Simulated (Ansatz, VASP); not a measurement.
# One calculation of KI, two programs

Contents of INCAR:

```
SYSTEM = KI
PREC = Accurate ; ENCUT = 600
EDIFF = 1E-6 ; ISMEAR = 0
SIGMA = 0.02 ; LREAL = .FALSE.
LASPH = .TRUE. ; NELM = 60
ALGO = Normal ; ISIF = 3
LWAVE = .FALSE. ; LCHARG = .FALSE.
GGA = PE ; IVDW = 12
IBRION = 2 ; NSW = 70
EDIFFG = -0.005
```

File KPOINTS:

```
regular mesh
0
G
  6 6 4
  0 0 0
```

Contents of POSCAR:

```
KI
1.0
    2.4856454456     -4.3033639529      0.0000000000
    2.4856454456      4.3033639529      0.0000000000
    0.0000000000      0.0000000000      8.6793136639
K I
2 2
Direct
    0.5000000000      0.5000000000      0.5000000000
    0.5000000000      0.5000000000      0.0000000000
    0.8332197398      0.1667802602      0.2500000000
    0.1667802602      0.8332197398      0.7500000000
```

Input for Ansatz:

```yaml
crystal:
  lattice:
    - [2.4856454456, -4.3033639529, 0.0]
    - [2.4856454456, 4.3033639529, 0.0]
    - [0.0, 0.0, 8.6793136639]
  atoms:
    - { symbol: K, position: [0.5, 0.5, 0.5] }
    - { symbol: K, position: [0.5, 0.5, 0.0] }
    - { symbol: I, position: [0.8332197398, 0.1667802602, 0.25] }
    - { symbol: I, position: [0.1667802602, 0.8332197398, 0.75] }
basis:
  ecutwfc: 420
kpoints:
  mp_grid: { grid: [6, 6, 4] }
hamiltonian:
  xc: pbe
  dispersion: d3bj
scf:
  occupations: { method: gaussian, width: 0.02 }
output:
  forces: true
  stress: true
  eigenvalues: true
relax:
  adjacent_minimum: "off"
  f_tol: 0.005
  max_steps: 50
  cell: { stress_tol: 0.05 }
```

Alike in both runs: task relaxation of cell and atoms; functional PBE; dispersion D3(BJ); k mesh 6 × 6 × 4; occupations gaussian, width 0.02 eV; no spin polarisation.

```csv
,VASP,Ansatz
version,VASP 6.6.1,Ansatz 0.2.0
potentials or method,"VASP PAW PBE potentials, release 64 (K_sv, I), cutoff 600 eV","scalar-relativistic, plane waves, PAW"
valence electrons in the cell,32,52
```

|  | VASP | Ansatz | Ansatz less VASP |
| --- | --- | --- | --- |
| gap on the k mesh at the Fermi level, each at its own relaxed structure (eV) | 3.91 | 3.92 | +0.010 |
| relaxed volume (Å³/atom) | 43.22 | 43.07 | -0.152 |
| relaxed length of the cell vector where the two differ most in proportion (Å) | 4.834 | 4.826 | -0.0079 |

VASP's potentials hold 32 valence electrons a cell and Ansatz's 52, so a difference there can come from the potentials and not from the codes.

Neither program's run includes spin-orbit coupling.
